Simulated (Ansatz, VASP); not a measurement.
PbS in VASP and in Ansatz

File INCAR:

```
PREC = Accurate
ENCUT = 520
EDIFF = 1E-6
ISMEAR = 0
SIGMA = 0.03
LREAL = False
LASPH = True
NELM = 80
ALGO = Normal
ISIF = 2
LWAVE = False
LCHARG = False
GGA = PE
NBANDS = 17
```

The input KPOINTS:

```
Automatic mesh
0
Gamma
  10 10 10
```

The input POSCAR:

```
PbS
1.0
    0.0000000000      2.9946500000      2.9650000000
    2.9946500000      0.0000000000      2.9650000000
    2.9946500000      2.9946500000      0.0000000000
Pb S
1 1
Direct
    0.0000000000      0.0000000000      0.0000000000
    0.5000000000      0.5000000000      0.5000000000
```

Input for Ansatz:

```yaml
crystal:
  lattice:
    - [0.0, 2.99465, 2.965]
    - [2.99465, 0.0, 2.965]
    - [2.99465, 2.99465, 0.0]
  atoms:
    - { symbol: Pb, position: [0.0, 0.0, 0.0] }
    - { symbol: S, position: [0.5, 0.5, 0.5] }
basis:
  ecutwfc: 420
kpoints:
  mp_grid: { grid: [10, 10, 10] }
hamiltonian:
  xc: pbe
scf:
  occupations: { method: gaussian, width: 0.03 }
output:
  forces: true
  stress: true
  eigenvalues: true
  write_density: true
  write_potential: true
  elf: true
  volumetric_format: npy
```

Change from the starting cell: strain +0.0100 x Voigt [1, 1, 0, 0, 0, 0], atoms carried along.

Alike in both runs: task single point; functional PBE; k mesh 10 × 10 × 10; occupations gaussian, width 0.03 eV; no spin polarisation.

|  | VASP | Ansatz |
| --- | --- | --- |
| version | VASP 6.6.1 | Ansatz 0.2.0 |
| potentials or method | VASP PAW PBE potentials, release 64 (Pb_d, S), cutoff 520 eV | scalar-relativistic, plane waves, PAW |
| valence electrons in the cell | 20 | 20 |

|  | VASP | Ansatz | Ansatz less VASP |
| --- | --- | --- | --- |
| gap on the k mesh at the Fermi level (eV) | 0.43 | 0.42 | -0.007 |
| least direct gap on the mesh (eV) | 0.43 | 0.42 | -0.007 |
| pressure (GPa) | 1.0 | 1.1 | +0.09 |
| traceless stress, the component that is largest in VASP (GPa) | 0.81 | 0.80 | -0.001 |

Spin-orbit coupling is off throughout.
